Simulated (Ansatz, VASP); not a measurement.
**BN in VASP and in Ansatz**

```
B N
1.0
     0.00000    1.64231    1.64231
     1.64231    0.00000    1.64231
     1.64231    1.64231    0.00000
B N
1 1
Direct
  0.00000 0.00000 0.00000
  0.25000 0.25000 0.25000
```

Alike in both runs: task single point; functional PBEsol; k mesh 10 × 10 × 10; no spin polarisation.

```csv
,VASP,Ansatz
version,VASP 6.6.1,Ansatz 0.2.0
potentials or method,"VASP PAW PBE potentials, release 64 (B, N), cutoff 600 eV","scalar-relativistic, plane waves, PAW"
occupations,"gaussian, width 0.01 eV",fixed
valence electrons in the cell,8,8
```

|  | VASP | Ansatz | Ansatz less VASP |
| --- | --- | --- | --- |
| gap on the k mesh at the Fermi level (eV) | 4.53 | 4.56 | +0.026 |
| least direct gap on the mesh (eV) | 10.12 | 10.13 | +0.016 |

VASP's potentials were made for PBE, not for PBEsol.
